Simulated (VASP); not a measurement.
# SnO2 (I4_1/amd) in VASP: further runs

Runs on SnO2. Level: r2SCAN. Tasks: single point.

Program: VASP 6.6.1. These are calculated values, not measurements. Logs are shortened: lines on timing, memory, paths and dates and some standing lists are left out, and cuts for length are marked.

**1. The cell of the first run**

It takes space group I4_1/amd (No. 141, tetragonal). Conventional cell: a = 3.918 Å, b = 3.918 Å, c = 9.994 Å, α = 90.00°, β = 90.00°, γ = 90.00°. Sn (site symmetry -4m2) has 6 O at 2.01 to 2.04 Å within 2.7 Å. O (site symmetry 2mm) has 3 Sn at 2.01 to 2.04 Å and 2 O at 2.51 Å within 2.7 Å.

**2. Single point, r2SCAN (12.78 Å³/atom)**

POSCAR

```
SnO2
1.0
   -1.9588173288      1.9588173288      4.9971137149
    1.9588173288     -1.9588173288      4.9971137149
    1.9588173288      1.9588173288     -4.9971137149
Sn O
2 4
Direct
    0.7500000000      0.2500000000      0.5000000000
    0.0000000000      0.0000000000      0.0000000000
    0.7963395990      0.7963395990      0.0000000000
    0.9536604010      0.4536604010      0.5000000000
    0.2036604010      0.2036604010      0.0000000000
    0.5463395990      0.0463395990      0.5000000000
```

INCAR.step1

```
SYSTEM = SnO2
PREC = Accurate
ENCUT = 520
ISMEAR = 0
SIGMA = 0.01
LREAL = .FALSE.
LASPH = .TRUE.
NELM = 100
NBANDS = 35
GGA = PE
ALGO = Normal
EDIFF = 1E-4
LWAVE = .TRUE.
LCHARG = .FALSE.
```

INCAR.step2

```
SYSTEM = SnO2
PREC = Accurate
ENCUT = 520
EDIFF = 1E-6
ISMEAR = 0
SIGMA = 0.01
LREAL = .FALSE.
LASPH = .TRUE.
NELM = 100
ALGO = Normal
ISIF = 2
LWAVE = .FALSE.
LCHARG = .TRUE.
METAGGA = R2SCAN
LMIXTAU = .TRUE.
LELF = .TRUE.
LVHAR = .TRUE.
NBANDS = 35
ISTART = 1
```

KPOINTS

```
Automatic mesh
0
G
  8 8 8
  0 0 0
```

Potentials or basis: VASP PAW PBE potentials, release 64 (Sn_d, O).

Started as:

```console
cat potpaw_PBE.64/Sn_d/POTCAR potpaw_PBE.64/O/POTCAR > POTCAR
cp INCAR.step1 INCAR
mpirun -np 1 vasp_std > vasp.out
cp INCAR.step2 INCAR
mpirun -np 1 vasp_std > vasp.out
```

OUTCAR:

```text
SYSTEM = SnO2
   PREC = Accurate
   ENCUT = 520
   EDIFF = 1E-6
   ISMEAR = 0
   LREAL = .FALSE.
   LASPH = .TRUE.
   NELM = 100
   ISIF = 2
   METAGGA = R2SCAN
   ISTART = 1

 ion  position               nearest neighbor table
   1  0.750  0.250  0.500-   3 2.01   5 2.01   3 2.01   5 2.01   4 2.04   6 2.04   2 3.17   2 3.17
                             2 3.17   2 3.17
   2  0.000  0.000  0.000-   6 2.01   4 2.01   6 2.01   4 2.01   3 2.04   5 2.04   1 3.17   1 3.17
                             1 3.17   1 3.17
   3  0.796  0.796  0.000-   1 2.01   1 2.01   2 2.04
   4  0.954  0.454  0.500-   2 2.01   2 2.01   1 2.04
   5  0.204  0.204  0.000-   1 2.01   1 2.01   2 2.04
   6  0.546  0.046  0.500-   2 2.01   2 2.01   1 2.04

  LATTYP: Found a body centered tetragonal cell.
 ALAT       =     3.9176346576
 C/A-ratio  =     2.5510871491

  Lattice vectors:

 A1 = (  -1.9588173288,   1.9588173288,   4.9971137149)
 A2 = (   1.9588173288,  -1.9588173288,   4.9971137149)
 A3 = (   1.9588173288,   1.9588173288,  -4.9971137149)

Analysis of symmetry for initial positions (statically):
=====================================================================
 Subroutine PRICEL returns:
 Original cell was already a primitive cell.

 Routine SETGRP: Setting up the symmetry group for a
 body centered tetragonal supercell.

 Subroutine GETGRP returns: Found 16 space group operations
 (whereof  8 operations were pure point group operations)
 out of a pool of 16 trial point group operations.

The static configuration has the point symmetry D_2d.
 The point group associated with its full space group is D_4h.

Analysis of symmetry for dynamics (positions and initial velocities):
=====================================================================
 Subroutine PRICEL returns:
 Original cell was already a primitive cell.

 Routine SETGRP: Setting up the symmetry group for a
 body centered tetragonal supercell.

 Subroutine GETGRP returns: Found 16 space group operations
 (whereof  8 operations were pure point group operations)
 out of a pool of 16 trial point group operations.

The dynamic configuration has the point symmetry D_2d.
 The point group associated with its full space group is D_4h.

 Subroutine INISYM returns: Found 16 space group operations
 (whereof  8 operations are pure point group operations),
 and found     1 'primitive' translations

----------------------------------------------------------------------------------------

                                     Primitive cell

  volume of cell :      76.6950

  direct lattice vectors                    reciprocal lattice vectors
    -1.958817329  1.958817329  4.997113715     0.000000000  0.255256063  0.100057759
     1.958817329 -1.958817329  4.997113715     0.255256063  0.000000000  0.100057759
     1.958817329  1.958817329 -4.997113715     0.255256063  0.255256063  0.000000000

  length of vectors
     5.713586976  5.713586976  5.713586976     0.274166397  0.274166397  0.360986587

  position of ions in fractional coordinates (direct lattice)
     0.750000000  0.250000000  0.500000000
     0.000000000  0.000000000  0.000000000
     0.796339599  0.796339599  0.000000000
     0.953660401  0.453660401  0.500000000
     0.203660401  0.203660401  0.000000000
     0.546339599  0.046339599  0.500000000

  ion indices of the primitive-cell ions
   primitive index   ion index
                 1           1
                 2           2
                 3           3
                 4           4
                 5           5
                 6           6

----------------------------------------------------------------------------------------

 KPOINTS: Automatic mesh

Automatic generation of k-mesh.
 Grid dimensions read from file:
 generate k-points for:    8    8    8

 Generating k-lattice:

  Cartesian coordinates                     Fractional coordinates (reciprocal lattice)
     0.000000000  0.031907008  0.012507220     0.125000000  0.000000000  0.000000000
     0.031907008  0.000000000  0.012507220     0.000000000  0.125000000  0.000000000
     0.031907008  0.031907008  0.000000000     0.000000000  0.000000000  0.125000000

  Length of vectors
     0.034270800  0.034270800  0.045123323

  Shift w.r.t. Gamma in fractional coordinates (k-lattice)
     0.000000000  0.000000000  0.000000000

 Subroutine IBZKPT returns following result:
 ===========================================

 Found     59 irreducible k-points:

 Following reciprocal coordinates:
            Coordinates               Weight
  0.000000  0.000000  0.000000      1.000000
  0.125000  0.000000  0.000000      8.000000
  0.250000  0.000000  0.000000      8.000000
  0.375000  0.000000  0.000000      8.000000
  0.500000  0.000000  0.000000      4.000000
  0.125000  0.125000  0.000000      8.000000
[... 16 lines left out ...]
  0.250000  0.125000  0.125000     16.000000
  0.375000  0.125000  0.125000      8.000000
 [... further k-points ...]
   k-points           NKPTS =     59   k-points in BZ     NKDIM =     59   number of bands    NBANDS=     35
   number of dos      NEDOS =    301   number of ions     NIONS =      6
   total plane-waves  NPLWV =  74088
   dimension x,y,z NGX =    42 NGY =   42 NGZ =   42
   dimension x,y,z NGXF=    84 NGYF=   84 NGZF=   84
   ions per type =               2   4
   NGX,Y,Z   is equivalent  to a cutoff of  12.22, 12.22, 12.22 a.u.
   NGXF,Y,Z  is equivalent  to a cutoff of  24.44, 24.44, 24.44 a.u.
 SYSTEM =  SnO2
   PREC   = accura    normal or accurate (medium, high low for compatibility)
   ISTART =      1    job   : 0-new  1-cont  2-samecut
   ICHARG =      0    charge: 1-file 2-atom 10-const
   ISPIN  =      1    spin polarized calculation?
   LNONCOLLINEAR =      F non collinear calculations
   LSORBIT =      F    spin-orbit coupling
   LASPH  =      T    aspherical Exc in radial PAW
   ENCUT  =  520.0 eV  38.22 Ry    6.18 a.u.  10.62 10.62 10.62*2*pi/ulx,y,z
   NELM   =    100;   NELMIN=  2; NELMDL=  0     # of ELM steps
   EDIFF  = 0.1E-05   stopping-criterion for ELM
   LREAL  =      F    real-space projection
   EDIFFG = 0.1E-04   stopping-criterion for IOM
   NSW    =      0    number of steps for IOM
   IBRION =     -1    ionic relax: 0-MD 1-quasi-New 2-CG
   NFREE  =      0    steps in history (QN), initial steepest desc. (CG)
   ISIF   =      2    stress and relaxation
   ISYM   =      2    0-nonsym 1-usesym 2-fastsym
   POTIM  = 0.5000    time-step for ionic-motion
   TEBEG  =    0.0;   TEEND  =   0.0 temperature during run
   PSTRESS=    0.0 pullay stress
   NELECT =      52.0000    total number of electrons
   NUPDOWN=      -1.0000    fix difference up-down
   EMIN   =  10.00;   EMAX   =-10.00  energy-range for DOS
   EFERMI =   0.00;   METHOD = LEGACY
   ISMEAR =     0;   SIGMA  =   0.01  broadening in eV -4-tet -1-fermi 0-gaus
   EFERMI_NEDOS =   21; number of points for ismear=-14 and -15
   IALGO  =     38    algorithm
   IMIX   =      4    mixing-type and parameters
     AMIX     =   0.40;   BMIX     =  1.00
     AMIX_MAG =   1.60;   BMIX_MAG =  1.00
  volume/ion in A,a.u.               =      12.78        86.26
  Fermi-wavevector in a.u.,A,eV,Ry     =   1.438203  2.717810 28.142677  2.068428
  Thomas-Fermi vector in A             =   2.557196
   LORBIT       =      0    0 simple, 1 ext, 2 COOP (PROOUT), +10 PAW based schemes
   METAGGA = R2SCAN    functional components
   LHFCALC =     F    Hartree Fock is set to
   AEXX    =    0.0000 exact exchange contribution
   IVDW    =     0    specifies the selected vdW correction
   LEPSILON=     F    determine dielectric tensor
   LRPA    =     F    only Hartree local field effects (RPA)
 non-spin polarized calculation
 Gauss-broadening in eV      SIGMA  =   0.01
  energy-cutoff  :      520.00
  volume of cell :       76.70
 maximum number of plane-waves:      2086
   NGX = 21   NGY = 21   NGZ = 21

 number of electron      52.0000006 magnetization

 Free energy of the ion-electron system (eV)
  ---------------------------------------------------
  ext. energy  EPLUGINS =         0.00000000
  ---------------------------------------------------
  free energy    TOTEN  =       -83.86785384 eV

  energy without entropy =      -83.86785384  energy(sigma->0) =      -83.86785384

 E-fermi :   4.3746     XC(G=0): -11.4128

 val. band max:        4.3024311342   @ k =   0.2500   0.2500   0.2500
 cond. band min:       7.3632480749   @ k =   0.0000   0.0000   0.0000
 fundamental gap:      3.0608169407
 Fermi energy:         4.3745512815

 k-point     1 :       0.0000    0.0000    0.0000
  band No.  band energies     occupation
      1     -16.8309      2.00000
      2     -16.7984      2.00000
      3     -16.5791      2.00000
      4     -15.8472      2.00000
      5     -15.5002      2.00000
      6     -15.5001      2.00000
[... 27 lines left out ...]
     34      17.6490      0.00000
     35      18.3788      0.00000

 k-point     2 :       0.1250    0.0000    0.0000
  band No.  band energies     occupation
      1     -16.8563      2.00000
      2     -16.7013      2.00000
      3     -16.5540      2.00000
      4     -15.8468      2.00000
      5     -15.5047      2.00000
      6     -15.4986      2.00000
[... 27 lines left out ...]
     34      17.4919      0.00000
     35      18.0863      0.00000

 k-point     3 :       0.2500    0.0000    0.0000
  band No.  band energies     occupation
      1     -16.8498      2.00000
      2     -16.6104      2.00000
      3     -16.4096      2.00000
      4     -15.8441      2.00000
      5     -15.5149      2.00000
      6     -15.5002      2.00000
[... 27 lines left out ...]
     34      17.3869      0.00000
     35      17.5355      0.00000
[... 723 lines left out ...]
 k-point    23 :       0.2500    0.1250    0.1250
  band No.  band energies     occupation
      1     -16.6565      2.00000
      2     -16.3782      2.00000
      3     -16.1376      2.00000
      4     -15.8173      2.00000
      5     -15.5865      2.00000
      6     -15.4369      2.00000
[... 27 lines left out ...]
     34      17.0285      0.00000
     35      17.8237      0.00000

 k-point    24 :       0.3750    0.1250    0.1250
  band No.  band energies     occupation
      1     -16.6379      2.00000
      2     -16.3795      2.00000
      3     -16.0341      2.00000
      4     -15.7769      2.00000
      5     -15.6060      2.00000
      6     -15.4236      2.00000
[... 27 lines left out ...]
     34      17.0281      0.00000
     35      18.8471      0.00000

 [... further k-points ...]

------------------------ aborting loop because EDIFF is reached ----------------------------------------

  FORCE on cell =-STRESS in cart. coord.  units (eV):
  Direction    XX          YY          ZZ          XY          YZ          ZX
  --------------------------------------------------------------------------------------
  -------------------------------------------------------------------------------------
  Total        6.6141454      6.6141454      8.0423636      0.0000000     -0.0000000      0.0000000
  in kB      138.1711031    138.1711031    168.0069273      0.0000000     -0.0000000      0.0000000
  external PRESSURE =     148.1163778 kB  Pullay stress =       0.0000000 kB

 VOLUME and BASIS-vectors are now :
 -----------------------------------------------------------------------------
  energy-cutoff  :      520.00
  volume of cell :       76.70
      direct lattice vectors                 reciprocal lattice vectors
    -1.958817329  1.958817329  4.997113715     0.000000000  0.255256063  0.100057759
     1.958817329 -1.958817329  4.997113715     0.255256063  0.000000000  0.100057759
     1.958817329  1.958817329 -4.997113715     0.255256063  0.255256063  0.000000000

 POSITION                                       TOTAL-FORCE (eV/Angst)
 -----------------------------------------------------------------------------------
      0.00000      1.95882      2.49856         0.000000      0.000000     -0.000000
      0.00000      0.00000      0.00000         0.000000      0.000000     -0.000000
      0.00000      0.00000      7.95880        -0.000000     -0.000000     -0.498916
      0.00000      1.95882      4.53399        -0.000000     -0.000000      0.498916
      0.00000      0.00000      2.03543         0.000000      0.000000      0.498916
      0.00000      1.95882      0.46313         0.000000      0.000000     -0.498916
 -----------------------------------------------------------------------------------
    total drift:                               -0.000000     -0.000000     -0.000000

  FREE ENERGIE OF THE ION-ELECTRON SYSTEM (eV)
  ---------------------------------------------------
  free  energy   TOTEN  =       -83.8678538370 eV

  energy  without entropy=      -83.8678538370  energy(sigma->0) =      -83.86785384
```

It took 7 min on 1 thread of Intel Xeon 6975P-C (Granite Rapids), shared host; peak memory 0.35 GiB.

What came out:

| Quantity | Value |
| --- | --- |
| Free energy | -83.8679 eV |
| Pressure | 14.8 GPa |
| Largest force | 0.499 eV/Å |
| Band gap on the k mesh | 3.06 eV (least direct gap 3.54 eV) |

Forces in eV/Å, atoms in the order of the input:
```
Sn   0.000  0.000  0.000
Sn   0.000  0.000  0.000
O    0.000  0.000 -0.499
O    0.000  0.000  0.499
O    0.000  0.000  0.499
O    0.000  0.000 -0.499
```

Stress tensor (GPa, compression positive):
```
13.82  0.00  0.00
 0.00 13.82  0.00
 0.00  0.00 16.80
```

Levels at points of the mesh, in eV from the valence-band top:
```tsv
k point	band 22	band 23	band 24	band 25	band 26	band 27	band 28	band 29	band 30	band 31
(0.00, 0.00, 0.00)	-1.03	-0.72	-0.72	-0.48	-0.48	3.06	7.18	10.32	10.94	11.47
(0.50, 0.00, 0.00)	-1.11	-0.88	-0.86	-0.61	-0.30	6.52	7.85	9.09	9.95	11.09
(0.50, 0.50, 0.00)	-0.81	-0.74	-0.74	-0.05	-0.05	8.95	8.95	9.03	9.03	10.22
(0.50, 0.50, 0.50)	-2.80	-1.12	-1.12	-0.36	-0.36	5.81	5.81	8.52	8.52	13.56
```

Caveat: the cell stands under pressure; the PAW data sets were made with another functional, which shifts forces and pressure a little; spin-orbit coupling is left out, which moves the levels of the heavy elements. A k mesh can miss the band edges.

**3. Single point, r2SCAN (13.19 Å³/atom)**

This run uses another cell than the first one, of 13.19 Å³/atom.

POSCAR: that of step 2 with these lines changed.

```diff
@@ -2,5 +2,5 @@
 1.0
-   -1.9588173288      1.9588173288      4.9971137149
-    1.9588173288     -1.9588173288      4.9971137149
-    1.9588173288      1.9588173288     -4.9971137149
+   -1.9794379739      1.9794379739      5.0497187776
+    1.9794379739     -1.9794379739      5.0497187776
+    1.9794379739      1.9794379739     -5.0497187776
 Sn O
```

INCAR.step1

```
SYSTEM = SnO2
PREC = Accurate ; ENCUT = 520
ISMEAR = 0 ; SIGMA = 0.01
LREAL = .False. ; LASPH = .True.
NELM = 80 ; NBANDS = 35
GGA = PE ; ALGO = Normal
EDIFF = 1E-4 ; LWAVE = .True.
LCHARG = .False.
```

INCAR.step2

```
SYSTEM = SnO2
PREC = Accurate ; ENCUT = 520
EDIFF = 1E-7 ; ISMEAR = 0
SIGMA = 0.01 ; LREAL = .False.
LASPH = .True. ; NELM = 80
ALGO = Normal ; ISIF = 2
LWAVE = .False. ; LCHARG = .True.
METAGGA = R2SCAN ; LMIXTAU = .True.
LELF = .True. ; LVHAR = .True.
NBANDS = 35 ; ISTART = 1
```

KPOINTS

```
regular mesh
0
Gamma
  8 8 8
  0 0 0
```

Potentials or basis: VASP PAW PBE potentials, release 64 (Sn_d, O).

Started as:

```console
cat potpaw_PBE.64/Sn_d/POTCAR potpaw_PBE.64/O/POTCAR > POTCAR
cp INCAR.step1 INCAR
mpirun -np 1 vasp_std > vasp.out
cp INCAR.step2 INCAR
mpirun -np 1 vasp_std > vasp.out
```

It took 11 min on 1 thread of Intel Xeon 6975P-C (Granite Rapids), shared host; peak memory 0.43 GiB.

The run converged. Its results:

| Item | Value |
| --- | --- |
| Free energy | -84.0394 eV |
| Pressure | 7.3 GPa |
| Largest force | 0.256 eV/Å |
| Band gap on the k mesh | 2.70 eV (least direct gap 3.15 eV) |

Forces on the atoms (eV/Å):
```
Sn   0.000  0.000  0.000
Sn   0.000  0.000  0.000
O    0.000  0.000 -0.256
O    0.000  0.000  0.256
O    0.000  0.000  0.256
O    0.000  0.000 -0.256
```

Stress tensor (GPa, compression positive):
```
6.79 0.00 0.00
0.00 6.79 0.00
0.00 0.00 8.43
```

Levels at points of the mesh, in eV from the valence-band top:
```csv
k point,band 23,band 24,band 25,band 26,band 27,band 28,band 29,band 30
"(0.00, 0.00, 0.00)",-0.69,-0.69,-0.45,-0.45,2.70,6.77,10.14,10.80
"(0.50, 0.00, 0.00)",-0.84,-0.83,-0.60,-0.33,6.13,7.47,8.87,9.71
"(0.50, 0.50, 0.00)",-0.76,-0.76,-0.05,-0.05,8.63,8.63,8.73,8.73
"(0.50, 0.50, 0.50)",-1.08,-1.08,-0.33,-0.33,5.41,5.41,8.42,8.42
```

Caveat: the cell stands under pressure; the PAW data sets were made with another functional, which shifts forces and pressure a little; spin-orbit coupling is left out, which moves the levels of the heavy elements.

[end of part 1 of 2]
